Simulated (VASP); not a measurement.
# Mg5ZnS6 (P4/mmm) in VASP: single point with PBE

Aim: the single point of Mg5ZnS6 with PBE.

Everything below comes from runs of VASP 6.6.1. Logs are shortened: lines on timing, memory, paths and dates and some standing lists are left out, and cuts for length are marked.

### Step 1. The cell of the first run

The structure is tetragonal, space group P4/mmm (No. 123). The conventional cell has a = 3.685 Å, b = 3.685 Å, c = 15.628 Å, α = 90.00°, β = 90.00°, γ = 90.00°. Mg (site symmetry 4mm) has 6 S at 2.57 to 2.63 Å within 3.4 Å. Within 3.4 Å of Mg (site symmetry 4mm) lie 6 S at 2.61 to 2.64 Å. Mg (site symmetry 4/mmm) has 6 S at 2.61 to 2.62 Å within 3.4 Å. Zn (site symmetry 4/mmm) has 6 S at 2.56 to 2.61 Å within 3.4 Å. Within 3.4 Å of S (site symmetry 4mm) lie 1 Zn at 2.56 Å and 5 Mg at 2.61 to 2.64 Å. Within 3.4 Å of S (site symmetry 4mm) lie 6 Mg at 2.61 to 2.63 Å. Within 3.4 Å of S (site symmetry 4/mmm) lie 6 Mg at 2.61 to 2.62 Å. S (site symmetry 4/mmm) has 2 Mg at 2.57 Å and 4 Zn at 2.61 Å within 3.4 Å.

### Step 2. Single point, PBE

The input, POSCAR:

```
Mg5ZnS6
1.0
    3.6845300000      0.0000000000      0.0000000000
    0.0000000000      3.6845300000      0.0000000000
    0.0000000000      0.0000000000     15.6281640000
Mg Zn S
5 1 6
Direct
    0.5000000000      0.5000000000      0.1643460000
    0.0000000000      0.0000000000      0.3323690000
    0.5000000000      0.5000000000      0.5000000000
    0.0000000000      0.0000000000      0.6676310000
    0.5000000000      0.5000000000      0.8356540000
    0.0000000000      0.0000000000      0.0000000000
    0.0000000000      0.0000000000      0.1637530000
    0.5000000000      0.5000000000      0.3323200000
    0.0000000000      0.0000000000      0.5000000000
    0.5000000000      0.5000000000      0.6676800000
    0.0000000000      0.0000000000      0.8362470000
    0.5000000000      0.5000000000      0.0000000000
```

The input, INCAR.step1:

```
SYSTEM = Mg5ZnS6
  ALGO = Normal
  EDIFF = 1E-6
  ENCUT = 520
  GGA = PE
  ISIF = 2
  ISMEAR = 0
  LASPH = .TRUE.
  LCHARG = .TRUE.
  LREAL = .FALSE.
  LWAVE = .FALSE.
  NBANDS = 41
  NELM = 80
  PREC = Accurate
  SIGMA = 0.02
```

The input, KPOINTS.step1:

```
k-points
0
G
  8 8 2
  0 0 0
```

The input, INCAR.step2:

```
SYSTEM = Mg5ZnS6
  ALGO = Normal
  EDIFF = 1E-6
  ENCUT = 520
  GGA = PE
  ICHARG = 11
  ISIF = 2
  ISMEAR = -5
  LASPH = .TRUE.
  LCHARG = .FALSE.
  LORBIT = 11
  LREAL = .FALSE.
  LWAVE = .FALSE.
  NBANDS = 41
  NEDOS = 1001
  NELM = 80
  PREC = Accurate
  SIGMA = 0.02
```

The input, KPOINTS.step2:

```
k-points
0
G
  12 12 3
  0 0 0
```

Potentials or basis: VASP PAW PBE potentials, release 64 (Mg, Zn, S).

The run is started by

```sh
cat potpaw_PBE.64/Mg/POTCAR potpaw_PBE.64/Zn/POTCAR potpaw_PBE.64/S/POTCAR > POTCAR
cp INCAR.step1 INCAR
cp KPOINTS.step1 KPOINTS
mpirun -np 1 vasp_std > vasp.out
cp INCAR.step2 INCAR
cp KPOINTS.step2 KPOINTS
mpirun -np 1 vasp_std > vasp.out
```

OUTCAR:

```text
SYSTEM = Mg5ZnS6
   EDIFF = 1E-6
   ENCUT = 520
   GGA = PE
   ICHARG = 11
   ISIF = 2
   ISMEAR = -5
   LASPH = .TRUE.
   LORBIT = 11
   LREAL = .FALSE.
   NELM = 80
   PREC = Accurate

 ion  position               nearest neighbor table
   1  0.500  0.500  0.164-  12 2.57   7 2.61   7 2.61   7 2.61   7 2.61   8 2.63
   2  0.000  0.000  0.332-   8 2.61   8 2.61   8 2.61   8 2.61   9 2.62   7 2.64
   3  0.500  0.500  0.500-   9 2.61   9 2.61   9 2.61   9 2.61  10 2.62   8 2.62
   4  0.000  0.000  0.668-  10 2.61  10 2.61  10 2.61  10 2.61   9 2.62  11 2.64
   5  0.500  0.500  0.836-  12 2.57  11 2.61  11 2.61  11 2.61  11 2.61  10 2.63
   6  0.000  0.000  0.000-   7 2.56  11 2.56  12 2.61  12 2.61  12 2.61  12 2.61
   7  0.000  0.000  0.164-   6 2.56   1 2.61   1 2.61   1 2.61   1 2.61   2 2.64
   8  0.500  0.500  0.332-   2 2.61   2 2.61   2 2.61   2 2.61   3 2.62   1 2.63
   9  0.000  0.000  0.500-   3 2.61   3 2.61   3 2.61   3 2.61   4 2.62   2 2.62
  10  0.500  0.500  0.668-   4 2.61   4 2.61   4 2.61   4 2.61   3 2.62   5 2.63
  11  0.000  0.000  0.836-   6 2.56   5 2.61   5 2.61   5 2.61   5 2.61   4 2.64
  12  0.500  0.500  0.000-   1 2.57   5 2.57   6 2.61   6 2.61   6 2.61   6 2.61

  LATTYP: Found a simple tetragonal cell.
 ALAT       =     3.6845300000
 C/A-ratio  =     4.2415624245

  Lattice vectors:

 A1 = (   3.6845300000,   0.0000000000,   0.0000000000)
 A2 = (   0.0000000000,   3.6845300000,   0.0000000000)
 A3 = (   0.0000000000,   0.0000000000,  15.6281640000)

Analysis of symmetry for initial positions (statically):
=====================================================================
 Subroutine PRICEL returns:
 Original cell was already a primitive cell.

 Routine SETGRP: Setting up the symmetry group for a
 simple tetragonal supercell.

 Subroutine GETGRP returns: Found 16 space group operations
 (whereof 16 operations were pure point group operations)
 out of a pool of 16 trial point group operations.

The static configuration has the point symmetry D_4h.

Analysis of symmetry for dynamics (positions and initial velocities):
=====================================================================
 Subroutine PRICEL returns:
 Original cell was already a primitive cell.

 Routine SETGRP: Setting up the symmetry group for a
 simple tetragonal supercell.

 Subroutine GETGRP returns: Found 16 space group operations
 (whereof 16 operations were pure point group operations)
 out of a pool of 16 trial point group operations.

The dynamic configuration has the point symmetry D_4h.

 Subroutine INISYM returns: Found 16 space group operations
 (whereof 16 operations are pure point group operations),
 and found     1 'primitive' translations

----------------------------------------------------------------------------------------

                                     Primitive cell

  volume of cell :     212.1642

  direct lattice vectors                    reciprocal lattice vectors
     3.684530000  0.000000000  0.000000000     0.271405037  0.000000000  0.000000000
     0.000000000  3.684530000  0.000000000     0.000000000  0.271405037  0.000000000
     0.000000000  0.000000000 15.628164000     0.000000000  0.000000000  0.063987043

  length of vectors
     3.684530000  3.684530000 15.628164000     0.271405037  0.271405037  0.063987043

  position of ions in fractional coordinates (direct lattice)
     0.500000000  0.500000000  0.164346000
     0.000000000  0.000000000  0.332369000
     0.500000000  0.500000000  0.500000000
     0.000000000  0.000000000  0.667631000
     0.500000000  0.500000000  0.835654000
     0.000000000  0.000000000  0.000000000
     0.000000000  0.000000000  0.163753000
     0.500000000  0.500000000  0.332320000
     0.000000000  0.000000000  0.500000000
     0.500000000  0.500000000  0.667680000
     0.000000000  0.000000000  0.836247000
     0.500000000  0.500000000  0.000000000

  ion indices of the primitive-cell ions
   primitive index   ion index
                 1           1
                 2           2
                 3           3
                 4           4
                 5           5
                 6           6
[... 32 lines left out ...]

 Found     56 irreducible k-points:

 Following reciprocal coordinates:
            Coordinates               Weight
  0.000000  0.000000  0.000000      1.000000
  0.083333  0.000000  0.000000      4.000000
  0.166667  0.000000  0.000000      4.000000
  0.250000  0.000000  0.000000      4.000000
  0.333333  0.000000  0.000000      4.000000
  0.416667  0.000000  0.000000      4.000000
[... 16 lines left out ...]
  0.333333  0.333333  0.000000      4.000000
  0.416667  0.333333  0.000000      8.000000
 [... further k-points ...]
   k-points           NKPTS =     56   k-points in BZ     NKDIM =     56   number of bands    NBANDS=     41
   number of dos      NEDOS =   1001   number of ions     NIONS =     12
   total plane-waves  NPLWV =  94080
   dimension x,y,z NGX =    28 NGY =   28 NGZ =  120
   dimension x,y,z NGXF=    56 NGYF=   56 NGZF=  240
   ions per type =               5   1   6
   NGX,Y,Z   is equivalent  to a cutoff of  12.63, 12.63, 12.77 a.u.
   NGXF,Y,Z  is equivalent  to a cutoff of  25.27, 25.27, 25.53 a.u.
 SYSTEM =  Mg5ZnS6
   PREC   = accura    normal or accurate (medium, high low for compatibility)
   ISTART =      0    job   : 0-new  1-cont  2-samecut
   ICHARG =     11    charge: 1-file 2-atom 10-const
   ISPIN  =      1    spin polarized calculation?
   LNONCOLLINEAR =      F non collinear calculations
   LSORBIT =      F    spin-orbit coupling
   LASPH  =      T    aspherical Exc in radial PAW
   ENCUT  =  520.0 eV  38.22 Ry    6.18 a.u.   6.85  6.85 29.06*2*pi/ulx,y,z
   NELM   =     80;   NELMIN=  2; NELMDL=  0     # of ELM steps
   EDIFF  = 0.1E-05   stopping-criterion for ELM
   LREAL  =      F    real-space projection
   EDIFFG = 0.1E-04   stopping-criterion for IOM
   NSW    =      0    number of steps for IOM
   IBRION =     -1    ionic relax: 0-MD 1-quasi-New 2-CG
   NFREE  =      0    steps in history (QN), initial steepest desc. (CG)
   ISIF   =      2    stress and relaxation
   ISYM   =      2    0-nonsym 1-usesym 2-fastsym
   POTIM  = 0.5000    time-step for ionic-motion
   TEBEG  =    0.0;   TEEND  =   0.0 temperature during run
   PSTRESS=    0.0 pullay stress
   NELECT =      58.0000    total number of electrons
   NUPDOWN=      -1.0000    fix difference up-down
   EMIN   =  10.00;   EMAX   =-10.00  energy-range for DOS
   EFERMI =   0.00;   METHOD = LEGACY
   ISMEAR =    -5;   SIGMA  =   0.02  broadening in eV -4-tet -1-fermi 0-gaus
   EFERMI_NEDOS =   21; number of points for ismear=-14 and -15
   IALGO  =     38    algorithm
   IMIX   =      4    mixing-type and parameters
     AMIX     =   0.40;   BMIX     =  1.00
     AMIX_MAG =   1.60;   BMIX_MAG =  1.00
  volume/ion in A,a.u.               =      17.68       119.31
  Fermi-wavevector in a.u.,A,eV,Ry     =   1.062495  2.007824 15.359549  1.128895
  Thomas-Fermi vector in A             =   2.197947
   LORBIT       =     11    0 simple, 1 ext, 2 COOP (PROOUT), +10 PAW based schemes
   GGA     = PE    functional components
   LHFCALC =     F    Hartree Fock is set to
   AEXX    =    0.0000 exact exchange contribution
   IVDW    =     0    specifies the selected vdW correction
   LEPSILON=     F    determine dielectric tensor
   LRPA    =     F    only Hartree local field effects (RPA)
 non-spin polarized calculation
 Fermi weights with tetrahedron method with Bloechl corrections
  energy-cutoff  :      520.00
  volume of cell :      212.16
 maximum number of plane-waves:      5748
 NGX is ok and might be reduce to    28

 number of electron      58.0000012 magnetization

 Free energy of the ion-electron system (eV)
  ---------------------------------------------------
  ext. energy  EPLUGINS =         0.00000000
  ---------------------------------------------------
  free energy    TOTEN  =       -48.68794830 eV

  energy without entropy =      -48.68794830  energy(sigma->0) =      -48.68794830

 E-fermi :   3.8322     XC(G=0):  -9.8060

 val. band max:        3.8224896592   @ k =   0.5000   0.0000   0.3333
 cond. band min:       5.0762848324   @ k =   0.5000   0.5000   0.0000
 fundamental gap:      1.2537951732
 Fermi energy:         3.8322320122

 k-point     1 :       0.0000    0.0000    0.0000
  band No.  band energies     occupation
      1      -9.1547      2.00000
      2      -8.8301      2.00000
      3      -8.7552      2.00000
      4      -7.9810      2.00000
      5      -7.9720      2.00000
      6      -7.4903      2.00000
[... 1045 lines left out ...]
     40      10.6561      0.00000
     41      11.2149      0.00000

 [... further k-points ...]

------------------------ aborting loop because EDIFF is reached ----------------------------------------

  FORCE on cell =-STRESS in cart. coord.  units (eV):
  Direction    XX          YY          ZZ          XY          YZ          ZX
  --------------------------------------------------------------------------------------
  -------------------------------------------------------------------------------------
  Total       -0.3116470     -0.3116470     -0.2937760      0.0000000      0.0000000      0.0000000
  in kB       -2.3534307     -2.3534307     -2.2184763      0.0000000      0.0000000      0.0000000
  external PRESSURE =      -2.3084459 kB  Pullay stress =       0.0000000 kB

 VOLUME and BASIS-vectors are now :
 -----------------------------------------------------------------------------
  energy-cutoff  :      520.00
  volume of cell :      212.16
      direct lattice vectors                 reciprocal lattice vectors
     3.684530000  0.000000000  0.000000000     0.271405037  0.000000000  0.000000000
     0.000000000  3.684530000  0.000000000     0.000000000  0.271405037  0.000000000
     0.000000000  0.000000000 15.628164000     0.000000000  0.000000000  0.063987043

 POSITION                                       TOTAL-FORCE (eV/Angst)
 -----------------------------------------------------------------------------------
      1.84227      1.84227      2.56843         0.000000      0.000000      0.003081
      0.00000      0.00000      5.19432         0.000000      0.000000     -0.000341
      1.84227      1.84227      7.81408         0.000000      0.000000      0.000000
      0.00000      0.00000     10.43385         0.000000      0.000000      0.000341
      1.84227      1.84227     13.05974        -0.000000      0.000000     -0.003081
      0.00000      0.00000      0.00000         0.000000      0.000000      0.000000
      0.00000      0.00000      2.55916        -0.000000      0.000000      0.014421
      1.84227      1.84227      5.19355         0.000000     -0.000000      0.001207
      0.00000      0.00000      7.81408         0.000000      0.000000      0.000000
      1.84227      1.84227     10.43461         0.000000     -0.000000     -0.001207
      0.00000      0.00000     13.06901         0.000000     -0.000000     -0.014421
      1.84227      1.84227      0.00000         0.000000      0.000000      0.000000
 -----------------------------------------------------------------------------------
    total drift:                               -0.000000      0.000000     -0.000000

  FREE ENERGIE OF THE ION-ELECTRON SYSTEM (eV)
  ---------------------------------------------------
  free  energy   TOTEN  =       -48.6879483020 eV

  energy  without entropy=      -48.6879483020  energy(sigma->0) =      -48.68794830

 total charge

# of ion       s       p       d       tot
------------------------------------------
    1        0.137   0.127   0.039   0.303
    2        0.136   0.125   0.038   0.299
    3        0.136   0.125   0.039   0.300
    4        0.136   0.125   0.038   0.299
    5        0.137   0.127   0.039   0.303
    6        0.440   0.328   9.809  10.577
    7        1.318   2.479   0.000   3.797
    8        1.314   2.497   0.000   3.811
    9        1.314   2.498   0.000   3.812
   10        1.314   2.497   0.000   3.811
   11        1.318   2.479   0.000   3.797
   12        1.329   2.424   0.000   3.753
--------------------------------------------------
tot          9.027  15.831  10.003  34.861
```

It took 4.6 min on 1 thread of Intel Xeon 6975P-C (Granite Rapids), shared host; peak memory 0.55 GiB.

Results:

```
Valence electrons inside the program's atomic spheres : Mg 0.30; Zn 10.58; S 3.80, 3.81, 3.75 (each value once)
```

Levels at points of the mesh, in eV from the valence-band top:
| k point | band 27 | band 28 | band 29 | band 30 | band 31 | band 32 |
| --- | --- | --- | --- | --- | --- | --- |
| (0.00, 0.00, 0.00) | -0.31 | -0.29 | -0.29 | 1.47 | 2.94 | 3.47 |
| (0.50, 0.00, 0.00) | -0.80 | -0.69 | 0.00 | 4.45 | 4.63 | 4.63 |
| (0.50, 0.50, 0.00) | -1.98 | -1.98 | -1.94 | 1.25 | 2.51 | 3.46 |
